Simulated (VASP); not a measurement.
# Ge (P-1) in VASP: single point with PBE

Aim: the single point of Ge with PBE.

All numbers are computed with VASP 6.6.1; they aren't measurements. Logs are shortened: lines on timing, memory, paths and dates and some standing lists are left out, and cuts for length are marked.

### 1 The cell of the first run

The typed cell holds 4 atoms: a = 3.998 Å, b = 4.050 Å, c = 6.601 Å, α = 90.62°, β = 91.71°, γ = 121.27°.

### 2 Single point, PBE (equal xy, yz and zx shear strains of -3 %)

INCAR

```
ALGO = Normal
EDIFF = 1E-7
ENCUT = 520
GGA = PE
ISIF = 2
ISMEAR = -1
LASPH = True
LCHARG = False
LREAL = False
LWAVE = False
NBANDS = 36
NELM = 80
PREC = Accurate
SIGMA = 0.05
```

KPOINTS

```
k-points
0
Gamma
  11 11 6
```

POSCAR

```
Ge
1.0
    3.9975858431     -0.0599637876     -0.0599637876
   -2.0507230850      3.4919927878     -0.0219482696
   -0.0989906692     -0.0989906692      6.5993779500
Ge
4
Direct
    0.6666666667      0.3333333333      0.0629012500
    0.3333333333      0.6666666667      0.5629012500
    0.6666666667      0.3333333333      0.4370987500
    0.3333333333      0.6666666667      0.9370987500
```

Potentials or basis: VASP PAW PBE potentials, release 64 (Ge_d).

Started as:

```console
$ cat potpaw_PBE.64/Ge_d/POTCAR > POTCAR
$ mpirun -np 1 vasp_std > vasp.out
```

OUTCAR:

```text
EDIFF = 1E-7
   ENCUT = 520
   GGA = PE
   ISIF = 2
   ISMEAR = -1
   LASPH = True
   LREAL = False
   NELM = 80
   PREC = Accurate

 ion  position               nearest neighbor table
   1  0.667  0.333  0.063-   4 2.43   4 2.46   3 2.47   4 2.47
   2  0.333  0.667  0.563-   3 2.39   4 2.47   3 2.48   3 2.49
   3  0.667  0.333  0.437-   2 2.39   1 2.47   2 2.48   2 2.49
   4  0.333  0.667  0.937-   1 2.43   1 2.46   2 2.47   1 2.47

  LATTYP: Found a triclinic cell.
 ALAT       =     3.9466197235
 B/A-ratio  =     1.0131417463
 C/A-ratio  =     1.6725357662
 COS(alpha) =     0.0297616073
 COS(beta)  =     0.0411893907
 COS(gamma) =     0.4804578458

  Lattice vectors:

 A1 = (   1.9468627581,   3.4320290002,  -0.0819120572)
 A2 = (   3.9975858431,  -0.0599637876,  -0.0599637876)
 A3 = (   0.0989906692,   0.0989906692,  -6.5993779500)

Analysis of symmetry for initial positions (statically):
=====================================================================
 Subroutine PRICEL returns:
 Original cell was already a primitive cell.

 Routine SETGRP: Setting up the symmetry group for a
 triclinic supercell.

 Subroutine GETGRP returns: Found  2 space group operations
 (whereof  2 operations were pure point group operations)
 out of a pool of  2 trial point group operations.

The static configuration has the point symmetry S_2 .

Analysis of symmetry for dynamics (positions and initial velocities):
=====================================================================
 Subroutine PRICEL returns:
 Original cell was already a primitive cell.

 Routine SETGRP: Setting up the symmetry group for a
 triclinic supercell.

 Subroutine GETGRP returns: Found  2 space group operations
 (whereof  2 operations were pure point group operations)
 out of a pool of  2 trial point group operations.

The dynamic configuration has the point symmetry S_2 .

 Subroutine INISYM returns: Found  2 space group operations
 (whereof  2 operations are pure point group operations),
 and found     1 'primitive' translations

----------------------------------------------------------------------------------------

                                     Primitive cell

  volume of cell :      91.2711

  direct lattice vectors                    reciprocal lattice vectors
     3.997585843 -0.059963788 -0.059963788     0.252465677  0.148301891  0.006011514
    -2.050723085  3.491992788 -0.021948270     0.004400733  0.288981489  0.004400733
    -0.098990669 -0.098990669  6.599377950     0.002308610  0.002308610  0.151598691

  length of vectors
     3.998485199  4.049686473  6.600862643     0.292862608  0.289048497  0.151633844

  position of ions in fractional coordinates (direct lattice)
     0.666666667  0.333333333  0.062901250
     0.333333333  0.666666667  0.562901250
     0.666666667  0.333333333  0.437098750
     0.333333333  0.666666667  0.937098750

  ion indices of the primitive-cell ions
   primitive index   ion index
                 1           1
                 2           2
                 3           3
                 4           4

----------------------------------------------------------------------------------------

 KPOINTS: k-points

Automatic generation of k-mesh.
 Grid dimensions read from file:
 generate k-points for:   11   11    6

 Generating k-lattice:

  Cartesian coordinates                     Fractional coordinates (reciprocal lattice)
     0.022951425  0.013481990  0.000546501     0.090909091 -0.000000000 -0.000000000
     0.000400067  0.026271044  0.000400067    -0.000000000  0.090909091 -0.000000000
     0.000384768  0.000384768  0.025266449     0.000000000  0.000000000  0.166666667

  Length of vectors
     0.026623873  0.026277136  0.025272307

  Shift w.r.t. Gamma in fractional coordinates (k-lattice)
     0.000000000  0.000000000  0.000000000

 Subroutine IBZKPT returns following result:
 ===========================================

 Found    364 irreducible k-points:

 Following reciprocal coordinates:
            Coordinates               Weight
  0.000000  0.000000  0.000000      1.000000
  0.090909 -0.000000  0.000000      2.000000
  0.181818 -0.000000  0.000000      2.000000
  0.272727  0.000000 -0.000000      2.000000
  0.363636  0.000000 -0.000000      2.000000
  0.454545  0.000000 -0.000000      2.000000
[... 16 lines left out ...]
  0.454545  0.181818  0.000000      2.000000
 -0.454545  0.181818  0.000000      2.000000
 [... further k-points ...]
   k-points           NKPTS =    364   k-points in BZ     NKDIM =    364   number of bands    NBANDS=     36
   number of dos      NEDOS =    301   number of ions     NIONS =      4
   total plane-waves  NPLWV =  45000
   dimension x,y,z NGX =    30 NGY =   30 NGZ =   50
   dimension x,y,z NGXF=    60 NGYF=   60 NGZF=  100
   ions per type =               4
   NGX,Y,Z   is equivalent  to a cutoff of  12.47, 12.32, 12.59 a.u.
   NGXF,Y,Z  is equivalent  to a cutoff of  24.95, 24.63, 25.19 a.u.
 SYSTEM =  unknown system
   PREC   = accura    normal or accurate (medium, high low for compatibility)
   ISTART =      0    job   : 0-new  1-cont  2-samecut
   ICHARG =      2    charge: 1-file 2-atom 10-const
   ISPIN  =      1    spin polarized calculation?
   LNONCOLLINEAR =      F non collinear calculations
   LSORBIT =      F    spin-orbit coupling
   LASPH  =      T    aspherical Exc in radial PAW
   ENCUT  =  520.0 eV  38.22 Ry    6.18 a.u.   7.43  7.53 12.27*2*pi/ulx,y,z
   NELM   =     80;   NELMIN=  2; NELMDL= -5     # of ELM steps
   EDIFF  = 0.1E-06   stopping-criterion for ELM
   LREAL  =      F    real-space projection
   EDIFFG = 0.1E-05   stopping-criterion for IOM
   NSW    =      0    number of steps for IOM
   IBRION =     -1    ionic relax: 0-MD 1-quasi-New 2-CG
   NFREE  =      0    steps in history (QN), initial steepest desc. (CG)
   ISIF   =      2    stress and relaxation
   ISYM   =      2    0-nonsym 1-usesym 2-fastsym
   POTIM  = 0.5000    time-step for ionic-motion
   TEBEG  =    0.0;   TEEND  =   0.0 temperature during run
   PSTRESS=    0.0 pullay stress
   NELECT =      56.0000    total number of electrons
   NUPDOWN=      -1.0000    fix difference up-down
   EMIN   =  10.00;   EMAX   =-10.00  energy-range for DOS
   EFERMI =   0.00;   METHOD = LEGACY
   ISMEAR =    -1;   SIGMA  =   0.05  broadening in eV -4-tet -1-fermi 0-gaus
   EFERMI_NEDOS =   21; number of points for ismear=-14 and -15
   IALGO  =     38    algorithm
   IMIX   =      4    mixing-type and parameters
     AMIX     =   0.40;   BMIX     =  1.00
     AMIX_MAG =   1.60;   BMIX_MAG =  1.00
  volume/ion in A,a.u.               =      22.82       153.98
  Fermi-wavevector in a.u.,A,eV,Ry     =   1.391105  2.628807 26.329618  1.935172
  Thomas-Fermi vector in A             =   2.514976
   LORBIT       =      0    0 simple, 1 ext, 2 COOP (PROOUT), +10 PAW based schemes
   GGA     = PE    functional components
   LHFCALC =     F    Hartree Fock is set to
   AEXX    =    0.0000 exact exchange contribution
   IVDW    =     0    specifies the selected vdW correction
   LEPSILON=     F    determine dielectric tensor
   LRPA    =     F    only Hartree local field effects (RPA)
 non-spin polarized calculation
  energy-cutoff  :      520.00
  volume of cell :       91.27
 maximum number of plane-waves:      2481
 NGX is ok and might be reduce to    30
   NGX = 15   NGY = 15   NGZ = 25

 number of electron      56.0000019 magnetization

 Free energy of the ion-electron system (eV)
  ---------------------------------------------------
  ext. energy  EPLUGINS =         0.00000000
  ---------------------------------------------------
  free energy    TOTEN  =       -17.92200320 eV

  energy without entropy =      -17.92074255  energy(sigma->0) =      -17.92137287

 E-fermi :   5.0120     XC(G=0):  -9.8847

 val. band max:        4.9953785765   @ k =  -0.0909   0.0909   0.0000
 cond. band min:       5.0424597034   @ k =   0.0000   0.0000   0.0000
 fundamental gap:      0.0470811268
 Fermi energy:         5.0119679168

 k-point     1 :       0.0000    0.0000    0.0000
  band No.  band energies     occupation
      1     -19.9419      2.00000
      2     -19.9215      2.00000
      3     -19.9047      2.00000
      4     -19.8832      2.00000
      5     -19.8782      2.00000
      6     -19.8782      2.00000
[... 28 lines left out ...]
     35       9.6744      0.00000
     36      11.1370      0.00000

 k-point     2 :       0.0909   -0.0000    0.0000
  band No.  band energies     occupation
      1     -19.9453      2.00000
      2     -19.9232      2.00000
      3     -19.9068      2.00000
      4     -19.8889      2.00000
      5     -19.8822      2.00000
      6     -19.8698      2.00000
[... 28 lines left out ...]
     35       9.7841      0.00000
     36      11.6014      0.00000

 k-point     3 :       0.1818   -0.0000    0.0000
  band No.  band energies     occupation
      1     -19.9513      2.00000
      2     -19.9264      2.00000
      3     -19.9109      2.00000
      4     -19.8947      2.00000
      5     -19.8885      2.00000
      6     -19.8583      2.00000
[... 28 lines left out ...]
     35      10.7484      0.00000
     36      10.8660      0.00000
[... 742 lines left out ...]
 k-point    23 :       0.4545    0.1818    0.0000
  band No.  band energies     occupation
      1     -19.9537      2.00000
      2     -19.9417      2.00000
      3     -19.9329      2.00000
      4     -19.9208      2.00000
      5     -19.8466      2.00000
      6     -19.8180      2.00000
[... 28 lines left out ...]
     35      12.2312      0.00000
     36      12.5278      0.00000

 k-point    24 :      -0.4545    0.1818    0.0000
  band No.  band energies     occupation
      1     -19.9552      2.00000
      2     -19.9414      2.00000
      3     -19.9285      2.00000
      4     -19.9175      2.00000
      5     -19.8586      2.00000
      6     -19.8323      2.00000
[... 28 lines left out ...]
     35      11.0999      0.00000
     36      12.0541      0.00000

 [... further k-points ...]

------------------------ aborting loop because EDIFF is reached ----------------------------------------

  FORCE on cell =-STRESS in cart. coord.  units (eV):
  Direction    XX          YY          ZZ          XY          YZ          ZX
  --------------------------------------------------------------------------------------
  -------------------------------------------------------------------------------------
  Total        1.7761738      1.7522174      1.6371569      1.2019572      0.8346106      0.8366398
  in kB       31.1790586     30.7585255     28.7387483     21.0992267     14.6508024     14.6864236
  external PRESSURE =      30.2254441 kB  Pullay stress =       0.0000000 kB

 VOLUME and BASIS-vectors are now :
 -----------------------------------------------------------------------------
  energy-cutoff  :      520.00
  volume of cell :       91.27
      direct lattice vectors                 reciprocal lattice vectors
     3.997585843 -0.059963788 -0.059963788     0.252465677  0.148301891  0.006011514
    -2.050723085  3.491992788 -0.021948270     0.004400733  0.288981489  0.004400733
    -0.098990669 -0.098990669  6.599377950     0.002308610  0.002308610  0.151598691

 POSITION                                       TOTAL-FORCE (eV/Angst)
 -----------------------------------------------------------------------------------
      1.97526      1.11780      0.36782        -0.058049      0.180220      0.011920
     -0.09034      2.25229      3.68018         0.446031      0.204253      0.033322
      1.93821      1.08075      2.83729        -0.446031     -0.204253     -0.033322
     -0.12738      2.21524      6.14965         0.058049     -0.180220     -0.011920
 -----------------------------------------------------------------------------------
    total drift:                               -0.000000      0.000000     -0.000000

  FREE ENERGIE OF THE ION-ELECTRON SYSTEM (eV)
  ---------------------------------------------------
  free  energy   TOTEN  =       -17.9220031983 eV

  energy  without entropy=      -17.9207425506  energy(sigma->0) =      -17.92137287
```

It took 27 min on 1 thread of Oxide Virtual Turin-like, shared host; peak memory 0.79 GiB.

Results:

```yaml
Free_energy: -17.9220 eV
Pressure: 3.0 GPa
Largest_force: 0.492 eV/Å
Band_gap_on_the_k_mesh: zero (bands 28 and 29 overlap by 0.01 eV)
```

Forces on the atoms (eV/Å):
```
Ge  -0.058  0.180  0.012
Ge   0.446  0.204  0.033
Ge  -0.446 -0.204 -0.033
Ge   0.058 -0.180 -0.012
```

Levels at points of the mesh, in eV from the Fermi level:
```csv
k point,band 25,band 26,band 27,band 28,band 29,band 30,band 31,band 32
"(0.00, 0.00, 0.00)",-1.47,-0.24,-0.14,-0.08,0.03,0.17,2.10,2.39
"(0.00, 0.00, 0.50)",-1.06,-1.00,-0.80,-0.74,0.63,0.64,3.11,3.25
```

Caveat: the cell differs from its parent crystal (equal xy, yz and zx shear strains of -3 %); the cell stands under pressure; semilocal functionals underestimate gaps, and a narrow one can read as zero.

The gap in the log of VASP goes by the Fermi energy; the results here count the filled bands.